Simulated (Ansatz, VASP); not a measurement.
NiGe in VASP and in Ansatz

```xyz
8
Lattice="5.3108 0.0000 0.0000 0.0000 3.4400 0.0000 0.0000 0.0000 5.7393" Properties=species:S:1:pos:R:3 pbc="T T T"
Ni    5.2735    2.5800    1.0840
Ni    0.0372    0.8600    4.6553
Ni    2.6926    0.8600    3.9536
Ni    2.6182    2.5800    1.7856
Ge    4.3105    2.5800    3.3770
Ge    1.0003    0.8600    2.3623
Ge    3.6557    0.8600    0.5073
Ge    1.6551    2.5800    5.2319
```

Alike in both runs: task single point; functional PBEsol; k mesh 8 × 12 × 8; occupations gaussian, width 0.15 eV; no spin polarisation.

|  | VASP | Ansatz |
| --- | --- | --- |
| version | VASP 6.6.1 | Ansatz 0.2.0 |
| potentials or method | VASP PAW PBE potentials, release 64 (Ni, Ge_d), cutoff 520 eV | scalar-relativistic, plane waves, PAW |
| valence electrons in the cell | 96 | 128 |

VASP gave:

| Quantity | Value |
| --- | --- |
| gap on the k mesh at the Fermi level (eV) | none |
| pressure (GPa) | 0.2 |
| traceless stress, the component that is largest in VASP (GPa) | -0.09 |
| rms of the force components (eV/Å) | 0.007 |

Estimate Ansatz's values.

gap on the k mesh at the Fermi level (eV): none; pressure (GPa): 0.0; traceless stress, the component that is largest in VASP (GPa): -0.11; rms of the force components (eV/Å): 0.005.

VASP's potentials were made for PBE, not for PBEsol. Atom by atom the forces differ by 0.003 eV/Å (rms over components). A gap of «none» marks a metal or a gap that the smearing closes. The functional is the same, so the differences come from potentials, cutoffs and numerics. VASP's potentials hold 96 valence electrons a cell and Ansatz's 128, so a difference there can come from the potentials and not from the codes.
